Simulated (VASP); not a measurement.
Runs of VASP 6.6.1 on TaTe. The structure is cubic, space group Pm-3m (No. 221). The conventional cell has a = 3.420 Å, b = 3.420 Å, c = 3.420 Å, α = 90.00°, β = 90.00°, γ = 90.00°. Ta (site symmetry m-3m) has 8 Te at 2.96 Å and 6 Ta at 3.42 Å within 3.9 Å. Within 3.9 Å of Te (site symmetry m-3m) lie 8 Ta at 2.96 Å and 6 Te at 3.42 Å. 

```tsv
level	k mesh	cutoff (eV)	smearing	grid for exact exchange (PRECFOCK)	share of exact exchange	screening parameter	gap on the mesh (eV)	pressure (GPa)
PBE	5 × 5 × 5	500	fermi-dirac 0.04 eV	-	-	-	none	0.0
PBE-based screened hybrid with 25 % exact exchange	4 × 4 × 4	520	fermi-dirac 0.05 eV	Normal	0.25	0.3 1/Å	none	-4.7
PBE-based screened hybrid with 25 % exact exchange	4 × 4 × 4	520	fermi-dirac 0.05 eV	Normal	0.25	0.1 1/Å	none	(a)
PBE-based screened hybrid with 25 % exact exchange	4 × 4 × 4	520	fermi-dirac 0.05 eV	Normal	0.25	0.6 1/Å	none	-3.2
```

Alike in all rows: potentials or basis VASP PAW PBE potentials, release 64 (Ta_pv, Te); no spin polarisation; cell as given.

Question: Estimate the missing entries.

Answer: (a) -5.4.

Caveats: all runs use coarse meshes; spin-orbit coupling is left out, which moves the levels of the heavy elements; the PAW data sets were made with another functional, which shifts forces and pressure a little (at least some runs).

A k mesh can miss the band edges, and the runs leave out spin-orbit coupling on Ta, Te.

A gap of «none» marks levels without a gap at the run's occupations.
